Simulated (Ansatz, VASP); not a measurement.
## InP in VASP and in Ansatz

Contents of INCAR:

```
SYSTEM = InP
PREC = Accurate
ENCUT = 520
EDIFF = 1E-6
ISMEAR = 0
SIGMA = 0.01
LREAL = .FALSE.
LASPH = .TRUE.
NELM = 60
ALGO = Normal
ISIF = 2
LWAVE = .FALSE.
LCHARG = .FALSE.
GGA = PE
NBANDS = 16
```

The input KPOINTS:

```
regular mesh
0
G
  6 6 6
  0 0 0
```

Contents of POSCAR:

```
InP
1.0
    0.0000000000      2.9816980984      2.9816980984
    2.9816980984      0.0000000000      2.9816980984
    2.9816980984      2.9816980984      0.0000000000
In P
1 1
Direct
    0.0000000000      0.0000000000      0.0000000000
    0.2500000000      0.2500000000      0.2500000000
```

Input for Ansatz:

```yaml
crystal:
  lattice:
    - [0.0, 2.9816980984253614, 2.9816980984253614]
    - [2.9816980984253614, 0.0, 2.9816980984253614]
    - [2.9816980984253614, 2.9816980984253614, 0.0]
  atoms:
    - { symbol: In, position: [0.0, 0.0, 0.0] }
    - { symbol: P, position: [0.25, 0.25, 0.25] }
basis:
  ecutwfc: 500.0
kpoints:
  mp_grid:
    grid: [6, 6, 6]
hamiltonian:
  xc: pbe
  pseudopotentials:
    kind: paw
scf:
  convergence:
    dr2_threshold: 1.0e-09
  occupations:
    method: fixed
output:
  stress: true
```

Alike in both runs: task single point; functional PBE; k mesh 6 × 6 × 6; no spin polarisation.

|  | VASP | Ansatz |
| --- | --- | --- |
| version | VASP 6.6.1 | Ansatz 0.2.0 |
| potentials or method | VASP PAW PBE potentials, release 64 (In_d, P), cutoff 520 eV | plane waves, PAW |
| occupations | gaussian, width 0.01 eV | fixed |
| valence electrons in the cell | 18 | 18 |

VASP gave:

* pressure (GPa): -0.2

Which values does Ansatz return?

Pressure (GPa): -0.1.

Ansatz's warnings: stress scf threshold loose.
